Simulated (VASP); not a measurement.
# Ir (Fm-3m) in VASP: further runs

Ir is run at these levels: LDA; tasks: single point.

Everything below comes from runs of VASP 6.6.1. Logs are shortened: lines on timing, memory, paths and dates and some standing lists are left out, and cuts for length are marked.

## (1) The cell of the first run

It takes space group Fm-3m (No. 225, cubic). The conventional cell has a = 3.877 Å, b = 3.877 Å, c = 3.877 Å, α = 90.00°, β = 90.00°, γ = 90.00°. Ir (site symmetry m-3m) has 12 Ir at 2.74 Å within 3.6 Å.

## (2) Single point, LDA (14.57 Å³/atom)

Contents of INCAR:

```
SYSTEM = Ir
  PREC = Accurate
  ENCUT = 520
  EDIFF = 1E-6
  ISMEAR = 0
  SIGMA = 0.15
  LREAL = .FALSE.
  LASPH = .TRUE.
  NELM = 80
  ALGO = Normal
  ISIF = 2
  LWAVE = .FALSE.
  LCHARG = .TRUE.
  GGA = CA
  LELF = .TRUE.
  LVHAR = .TRUE.
  NBANDS = 10
```

Contents of KPOINTS:

```
regular mesh
0
G
  22 22 22
  0 0 0
```

Contents of POSCAR:

```
Ir
1.0
    0.0000000000      1.9386808618      1.9386808618
    1.9386808618      0.0000000000      1.9386808618
    1.9386808618      1.9386808618      0.0000000000
Ir
1
Direct
    0.0000000000      0.0000000000      0.0000000000
```

Potentials or basis: VASP PAW LDA potentials, release 64 (Ir).

On the command line:

```bash
$ cat potpaw_LDA.64/Ir/POTCAR > POTCAR
$ mpirun -np 1 vasp_std > vasp.out
```

OUTCAR:

```text
SYSTEM = Ir
   PREC = Accurate
   ENCUT = 520
   EDIFF = 1E-6
   ISMEAR = 0
   LREAL = .FALSE.
   LASPH = .TRUE.
   NELM = 80
   ISIF = 2
   GGA = CA

 ion  position               nearest neighbor table
   1  0.000  0.000  0.000-

  LATTYP: Found a face centered cubic cell.
 ALAT       =     3.8773617236

  Lattice vectors:

 A1 = (   0.0000000000,   1.9386808618,   1.9386808618)
 A2 = (   1.9386808618,   0.0000000000,   1.9386808618)
 A3 = (   1.9386808618,   1.9386808618,   0.0000000000)

Analysis of symmetry for initial positions (statically):
=====================================================================
 Subroutine PRICEL returns:
 Original cell was already a primitive cell.

 Routine SETGRP: Setting up the symmetry group for a
 face centered cubic supercell.

 Subroutine GETGRP returns: Found 48 space group operations
 (whereof 48 operations were pure point group operations)
 out of a pool of 48 trial point group operations.

The static configuration has the point symmetry O_h .

Analysis of symmetry for dynamics (positions and initial velocities):
=====================================================================
 Subroutine PRICEL returns:
 Original cell was already a primitive cell.

 Routine SETGRP: Setting up the symmetry group for a
 face centered cubic supercell.

 Subroutine GETGRP returns: Found 48 space group operations
 (whereof 48 operations were pure point group operations)
 out of a pool of 48 trial point group operations.

The dynamic configuration has the point symmetry O_h .

 Subroutine INISYM returns: Found 48 space group operations
 (whereof 48 operations are pure point group operations),
 and found     1 'primitive' translations

----------------------------------------------------------------------------------------

                                     Primitive cell

  volume of cell :      14.5730

  direct lattice vectors                    reciprocal lattice vectors
     0.000000000  1.938680862  1.938680862    -0.257907328  0.257907328  0.257907328
     1.938680862  0.000000000  1.938680862     0.257907328 -0.257907328  0.257907328
     1.938680862  1.938680862  0.000000000     0.257907328  0.257907328 -0.257907328

  length of vectors
     2.741708768  2.741708768  2.741708768     0.446708595  0.446708595  0.446708595

  position of ions in fractional coordinates (direct lattice)
     0.000000000  0.000000000  0.000000000

[... 79 lines left out ...]
   IBRION =     -1    ionic relax: 0-MD 1-quasi-New 2-CG
   NFREE  =      0    steps in history (QN), initial steepest desc. (CG)
   ISIF   =      2    stress and relaxation
   ISYM   =      2    0-nonsym 1-usesym 2-fastsym
   POTIM  = 0.5000    time-step for ionic-motion
   TEBEG  =    0.0;   TEEND  =   0.0 temperature during run
   PSTRESS=    0.0 pullay stress
   NELECT =       9.0000    total number of electrons
   NUPDOWN=      -1.0000    fix difference up-down
   EMIN   =  10.00;   EMAX   =-10.00  energy-range for DOS
   EFERMI =   0.00;   METHOD = LEGACY
   ISMEAR =     0;   SIGMA  =   0.15  broadening in eV -4-tet -1-fermi 0-gaus
   EFERMI_NEDOS =   21; number of points for ismear=-14 and -15
   IALGO  =     38    algorithm
   IMIX   =      4    mixing-type and parameters
     AMIX     =   0.40;   BMIX     =  1.00
     AMIX_MAG =   1.60;   BMIX_MAG =  1.00
  volume/ion in A,a.u.               =      14.57        98.34
  Fermi-wavevector in a.u.,A,eV,Ry     =   1.394139  2.634540 26.444596  1.943623
  Thomas-Fermi vector in A             =   2.517717
   LORBIT       =      0    0 simple, 1 ext, 2 COOP (PROOUT), +10 PAW based schemes
   GGA     = CA    functional components
   LHFCALC =     F    Hartree Fock is set to
   AEXX    =    0.0000 exact exchange contribution
   IVDW    =     0    specifies the selected vdW correction
   LEPSILON=     F    determine dielectric tensor
   LRPA    =     F    only Hartree local field effects (RPA)
 non-spin polarized calculation
 Gauss-broadening in eV      SIGMA  =   0.15
  energy-cutoff  :      520.00
  volume of cell :       14.57
 maximum number of plane-waves:       403
   NGX = 11   NGY = 11   NGZ = 11

 number of electron       9.0000000 magnetization

 Free energy of the ion-electron system (eV)
  ---------------------------------------------------
  ext. energy  EPLUGINS =         0.00000000
  ---------------------------------------------------
  free energy    TOTEN  =       -10.29374557 eV

  energy without entropy =      -10.28081249  energy(sigma->0) =      -10.28727903

 E-fermi :   9.7642     XC(G=0): -13.9690

 val. band max:        9.7565839812   @ k =  -0.1818   0.1364   0.0455
 cond. band min:       9.7727735627   @ k =   0.4091   0.1818   0.0455
 fundamental gap:      0.0161895815
 Fermi energy:         9.7642111618

 k-point     1 :       0.0000    0.0000    0.0000
  band No.  band energies     occupation
      1      -0.9963      2.00000
      2       6.0500      2.00000
      3       6.0500      2.00000
      4       6.0500      2.00000
      5       8.6514      2.00000
      6       8.6514      2.00000
      7      24.1977      0.00000
      8      29.5576      0.00000
      9      29.5576      0.00000
     10      29.5576      0.00000
[... 287 lines left out ...]
 k-point    24 :      -0.4545    0.0455    0.0000
  band No.  band energies     occupation
      1       2.0644      2.00000
      2       5.9189      2.00000
      3       6.0385      2.00000
      4       8.6202      2.00000
      5      10.5130      0.00000
      6      11.0851      0.00000
      7      16.9354      0.00000
      8      23.9272      0.00000
      9      29.0226      0.00000
     10      29.4720      0.00000

 [... further k-points ...]

------------------------ aborting loop because EDIFF is reached ----------------------------------------

  FORCE on cell =-STRESS in cart. coord.  units (eV):
  Direction    XX          YY          ZZ          XY          YZ          ZX
  --------------------------------------------------------------------------------------
  -------------------------------------------------------------------------------------
  Total       -1.4765833     -1.4765833     -1.4765833      0.0000000      0.0000000      0.0000000
  in kB     -162.3377629   -162.3377629   -162.3377629      0.0000000      0.0000000      0.0000000
  external PRESSURE =    -162.3377629 kB  Pullay stress =       0.0000000 kB

 VOLUME and BASIS-vectors are now :
 -----------------------------------------------------------------------------
  energy-cutoff  :      520.00
  volume of cell :       14.57
      direct lattice vectors                 reciprocal lattice vectors
     0.000000000  1.938680862  1.938680862    -0.257907328  0.257907328  0.257907328
     1.938680862  0.000000000  1.938680862     0.257907328 -0.257907328  0.257907328
     1.938680862  1.938680862  0.000000000     0.257907328  0.257907328 -0.257907328

 POSITION                                       TOTAL-FORCE (eV/Angst)
 -----------------------------------------------------------------------------------
      0.00000      0.00000      0.00000         0.000000      0.000000      0.000000
 -----------------------------------------------------------------------------------
    total drift:                                0.000000      0.000000      0.000000

  FREE ENERGIE OF THE ION-ELECTRON SYSTEM (eV)
  ---------------------------------------------------
  free  energy   TOTEN  =       -10.2937455724 eV

  energy  without entropy=      -10.2808124923  energy(sigma->0) =      -10.28727903
```

OSZICAR:

```text
N       E                     dE             d eps       ncg     rms          rms(c)
DAV:   1     0.463596407364E+02    0.46360E+02   -0.43307E+03  6624   0.815E+02
DAV:   2    -0.100024739940E+02   -0.56362E+02   -0.53395E+02  6680   0.195E+02
DAV:   3    -0.109214051034E+02   -0.91893E+00   -0.91476E+00  7806   0.308E+01
DAV:   4    -0.109300431963E+02   -0.86381E-02   -0.86356E-02  7450   0.271E+00
DAV:   5    -0.109302246824E+02   -0.18149E-03   -0.18148E-03  7418   0.376E-01    0.145E+01
DAV:   6    -0.103858359845E+02    0.54439E+00   -0.10508E+00  7352   0.124E+01    0.550E+00
DAV:   7    -0.103008586462E+02    0.84977E-01   -0.25606E-01  7930   0.553E+00    0.149E+00
DAV:   8    -0.102987971555E+02    0.20615E-02   -0.16779E-03  7072   0.400E-01    0.124E+00
DAV:   9    -0.102937576476E+02    0.50395E-02   -0.24347E-03  7246   0.738E-01    0.382E-02
DAV:  10    -0.102937451892E+02    0.12458E-04   -0.14516E-05  9426   0.426E-02    0.996E-03
DAV:  11    -0.102937455724E+02   -0.38322E-06   -0.14834E-06  7018   0.103E-02
   1 F= -.10293746E+02 E0= -.10287279E+02  d E =-.129331E-01
```

Wall time 36 s (1 thread of Intel Xeon Platinum 8488C (Sapphire Rapids), shared host); peak memory 0.15 GiB.

Results:

| Quantity | Value |
| --- | --- |
| Free energy | -10.2937 eV |
| Pressure | -16.2 GPa |
| Band gap on the k mesh | zero (an odd number of electrons rules out a gap without spin polarisation) |

Caveat: the cell stands under tension; spin-orbit coupling is left out, which moves the levels of the heavy elements.

## (3) Single point, LDA (14.94 Å³/atom)

This run uses another cell than the first one, of 14.94 Å³/atom.

Contents of INCAR:

```
ALGO = Fast
EDIFF = 1E-7
ENCUT = 520
GGA = CA
ISIF = 2
ISMEAR = 0
LASPH = True
LCHARG = False
LREAL = False
LWAVE = False
NBANDS = 10
NELM = 60
PREC = Accurate
SIGMA = 0.15
```

Contents of KPOINTS:

```
k-points
0
Gamma
  22 22 22
```

Contents of POSCAR:

```
Ir
1.0
    0.0000000000      1.9549076471      1.9549076471
    1.9549076471      0.0000000000      1.9549076471
    1.9549076471      1.9549076471      0.0000000000
Ir
1
Direct
    0.0000000000      0.0000000000      0.0000000000
```

Potentials or basis: VASP PAW LDA potentials, release 64 (Ir).

On the command line:

```bash
$ cat potpaw_LDA.64/Ir/POTCAR > POTCAR
$ mpirun -np 1 vasp_std > vasp.out
```

OUTCAR:

```text
EDIFF = 1E-7
   ENCUT = 520
   GGA = CA
   ISIF = 2
   ISMEAR = 0
   LASPH = True
   LREAL = False
   NELM = 60
   PREC = Accurate

 ion  position               nearest neighbor table
   1  0.000  0.000  0.000-

  LATTYP: Found a face centered cubic cell.
 ALAT       =     3.9098152942

  Lattice vectors:

 A1 = (   0.0000000000,   1.9549076471,   1.9549076471)
 A2 = (   1.9549076471,   0.0000000000,   1.9549076471)
 A3 = (   1.9549076471,   1.9549076471,   0.0000000000)

Analysis of symmetry for initial positions (statically):
=====================================================================
 Subroutine PRICEL returns:
 Original cell was already a primitive cell.

 Routine SETGRP: Setting up the symmetry group for a
 face centered cubic supercell.

 Subroutine GETGRP returns: Found 48 space group operations
 (whereof 48 operations were pure point group operations)
 out of a pool of 48 trial point group operations.

The static configuration has the point symmetry O_h .

Analysis of symmetry for dynamics (positions and initial velocities):
=====================================================================
 Subroutine PRICEL returns:
 Original cell was already a primitive cell.

 Routine SETGRP: Setting up the symmetry group for a
 face centered cubic supercell.

 Subroutine GETGRP returns: Found 48 space group operations
 (whereof 48 operations were pure point group operations)
 out of a pool of 48 trial point group operations.

The dynamic configuration has the point symmetry O_h .

 Subroutine INISYM returns: Found 48 space group operations
 (whereof 48 operations are pure point group operations),
 and found     1 'primitive' translations

----------------------------------------------------------------------------------------

                                     Primitive cell

  volume of cell :      14.9420

  direct lattice vectors                    reciprocal lattice vectors
     0.000000000  1.954907647  1.954907647    -0.255766558  0.255766558  0.255766558
     1.954907647  0.000000000  1.954907647     0.255766558 -0.255766558  0.255766558
     1.954907647  1.954907647  0.000000000     0.255766558  0.255766558 -0.255766558

  length of vectors
     2.764656908  2.764656908  2.764656908     0.443000673  0.443000673  0.443000673

  position of ions in fractional coordinates (direct lattice)
     0.000000000  0.000000000  0.000000000

  ion indices of the primitive-cell ions
   primitive index   ion index
                 1           1

----------------------------------------------------------------------------------------

 KPOINTS: k-points

Automatic generation of k-mesh.
 Grid dimensions read from file:
 generate k-points for:   22   22   22

 Generating k-lattice:

  Cartesian coordinates                     Fractional coordinates (reciprocal lattice)
    -0.011625753  0.011625753  0.011625753     0.045454545  0.000000000  0.000000000
     0.011625753 -0.011625753  0.011625753     0.000000000  0.045454545  0.000000000
     0.011625753  0.011625753 -0.011625753     0.000000000  0.000000000  0.045454545

  Length of vectors
     0.020136394  0.020136394  0.020136394

  Shift w.r.t. Gamma in fractional coordinates (k-lattice)
     0.000000000  0.000000000  0.000000000

 Subroutine IBZKPT returns following result:
 ===========================================

 Found    328 irreducible k-points:

 Following reciprocal coordinates:
            Coordinates               Weight
  0.000000  0.000000  0.000000      1.000000
  0.045455  0.000000  0.000000      8.000000
  0.090909  0.000000  0.000000      8.000000
  0.136364  0.000000  0.000000      8.000000
  0.181818  0.000000  0.000000      8.000000
  0.227273  0.000000  0.000000      8.000000
[... 16 lines left out ...]
  0.500000  0.045455  0.000000     24.000000
 -0.454545  0.045455  0.000000     24.000000
 [... further k-points ...]
   k-points           NKPTS =    328   k-points in BZ     NKDIM =    328   number of bands    NBANDS=     10
   number of dos      NEDOS =    301   number of ions     NIONS =      1
   total plane-waves  NPLWV =  13824
   dimension x,y,z NGX =    24 NGY =   24 NGZ =   24
   dimension x,y,z NGXF=    48 NGYF=   48 NGZF=   48
   ions per type =               1
   NGX,Y,Z   is equivalent  to a cutoff of  14.43, 14.43, 14.43 a.u.
   NGXF,Y,Z  is equivalent  to a cutoff of  28.86, 28.86, 28.86 a.u.
 SYSTEM =  unknown system
   PREC   = accura    normal or accurate (medium, high low for compatibility)
   ISTART =      0    job   : 0-new  1-cont  2-samecut
   ICHARG =      2    charge: 1-file 2-atom 10-const
   ISPIN  =      1    spin polarized calculation?
   LNONCOLLINEAR =      F non collinear calculations
   LSORBIT =      F    spin-orbit coupling
   LASPH  =      T    aspherical Exc in radial PAW
   ENCUT  =  520.0 eV  38.22 Ry    6.18 a.u.   5.14  5.14  5.14*2*pi/ulx,y,z
   NELM   =     60;   NELMIN=  2; NELMDL= -5     # of ELM steps
   EDIFF  = 0.1E-06   stopping-criterion for ELM
   LREAL  =      F    real-space projection
   EDIFFG = 0.1E-05   stopping-criterion for IOM
   NSW    =      0    number of steps for IOM
   IBRION =     -1    ionic relax: 0-MD 1-quasi-New 2-CG
   NFREE  =      0    steps in history (QN), initial steepest desc. (CG)
   ISIF   =      2    stress and relaxation
   ISYM   =      2    0-nonsym 1-usesym 2-fastsym
   POTIM  = 0.5000    time-step for ionic-motion
   TEBEG  =    0.0;   TEEND  =   0.0 temperature during run
   PSTRESS=    0.0 pullay stress
   NELECT =       9.0000    total number of electrons
   NUPDOWN=      -1.0000    fix difference up-down
   EMIN   =  10.00;   EMAX   =-10.00  energy-range for DOS
   EFERMI =   0.00;   METHOD = LEGACY
   ISMEAR =     0;   SIGMA  =   0.15  broadening in eV -4-tet -1-fermi 0-gaus
   EFERMI_NEDOS =   21; number of points for ismear=-14 and -15
   IALGO  =     68    algorithm
   IMIX   =      4    mixing-type and parameters
     AMIX     =   0.40;   BMIX     =  1.00
     AMIX_MAG =   1.60;   BMIX_MAG =  1.00
  volume/ion in A,a.u.               =      14.94       100.83
  Fermi-wavevector in a.u.,A,eV,Ry     =   1.382567  2.612672 26.007409  1.911491
  Thomas-Fermi vector in A             =   2.507246
   LORBIT       =      0    0 simple, 1 ext, 2 COOP (PROOUT), +10 PAW based schemes
   GGA     = CA    functional components
   LHFCALC =     F    Hartree Fock is set to
   AEXX    =    0.0000 exact exchange contribution
   IVDW    =     0    specifies the selected vdW correction
   LEPSILON=     F    determine dielectric tensor
   LRPA    =     F    only Hartree local field effects (RPA)
 non-spin polarized calculation
 RMM-DIIS sequential band-by-band and
 Gauss-broadening in eV      SIGMA  =   0.15
  energy-cutoff  :      520.00
  volume of cell :       14.94
 maximum number of plane-waves:       415
 NGX is ok and might be reduce to    24
   NGX = 11   NGY = 11   NGZ = 11

 number of electron       9.0000001 magnetization

 Free energy of the ion-electron system (eV)
  ---------------------------------------------------
  ext. energy  EPLUGINS =         0.00000000
  ---------------------------------------------------
  free energy    TOTEN  =       -10.24776628 eV

  energy without entropy =      -10.23432324  energy(sigma->0) =      -10.24104476

 E-fermi :   9.3415     XC(G=0): -13.8259

 val. band max:        9.3313842259   @ k =  -0.1818   0.1364   0.0455
 cond. band min:       9.3507409313   @ k =  -0.3636   0.0455   0.0000
 fundamental gap:      0.0193567054
 Fermi energy:         9.3414866247

 k-point     1 :       0.0000    0.0000    0.0000
  band No.  band energies     occupation
      1      -1.1579      2.00000
      2       5.7680      2.00000
      3       5.7680      2.00000
      4       5.7680      2.00000
      5       8.2683      2.00000
      6       8.2683      2.00000
      7      23.8165      0.00000
      8      29.0289      0.00000
      9      29.0289      0.00000
     10      29.0289      0.00000
[... 287 lines left out ...]
 k-point    24 :      -0.4545    0.0455    0.0000
  band No.  band energies     occupation
      1       1.8918      2.00000
      2       5.6464      2.00000
      3       5.7612      2.00000
      4       8.2646      2.00000
      5      10.0548      0.00000
      6      10.6184      0.00000
      7      16.2720      0.00000
      8      23.5307      0.00000
      9      28.3712      0.00000
     10      28.8197      0.00000

 [... further k-points ...]

------------------------ aborting loop because EDIFF is reached ----------------------------------------

  FORCE on cell =-STRESS in cart. coord.  units (eV):
  Direction    XX          YY          ZZ          XY          YZ          ZX
  --------------------------------------------------------------------------------------
  -------------------------------------------------------------------------------------
  Total       -2.2127312     -2.2127312     -2.2127312      0.0000000      0.0000000      0.0000000
  in kB     -237.2632710   -237.2632710   -237.2632710      0.0000000      0.0000000      0.0000000
  external PRESSURE =    -237.2632710 kB  Pullay stress =       0.0000000 kB

 VOLUME and BASIS-vectors are now :
 -----------------------------------------------------------------------------
  energy-cutoff  :      520.00
  volume of cell :       14.94
      direct lattice vectors                 reciprocal lattice vectors
     0.000000000  1.954907647  1.954907647    -0.255766558  0.255766558  0.255766558
     1.954907647  0.000000000  1.954907647     0.255766558 -0.255766558  0.255766558
     1.954907647  1.954907647  0.000000000     0.255766558  0.255766558 -0.255766558

 POSITION                                       TOTAL-FORCE (eV/Angst)
 -----------------------------------------------------------------------------------
      0.00000      0.00000      0.00000         0.000000      0.000000      0.000000
 -----------------------------------------------------------------------------------
    total drift:                                0.000000      0.000000      0.000000

  FREE ENERGIE OF THE ION-ELECTRON SYSTEM (eV)
  ---------------------------------------------------
  free  energy   TOTEN  =       -10.2477662826 eV

  energy  without entropy=      -10.2343232354  energy(sigma->0) =      -10.24104476
```

stdout:

```text
POSCAR found type information on POSCAR Ir
 POSCAR found :  1 types and       1 ions
 scaLAPACK will be used
 LDA part: xc-table for (Slater(with rela. corr.)+CA(PZ))
 , standard interpolation
 POSCAR, INCAR and KPOINTS ok, starting setup
 FFT: planning ... GRIDC
 FFT: planning ... GRID_SOFT
 FFT: planning ... GRID
 WAVECAR not read
 entering main loop
```

Run time: 68 s. Hardware: 1 thread of Intel Xeon Platinum 8488C (Sapphire Rapids), shared host; peak memory 0.17 GiB.

Results:

```
Free energy            : -10.2478 eV
Pressure               : -23.7 GPa
Band gap on the k mesh : zero (an odd number of electrons rules out a gap without spin polarisation)
```

Caveat: the cell stands under tension; spin-orbit coupling is left out, which moves the levels of the heavy elements.
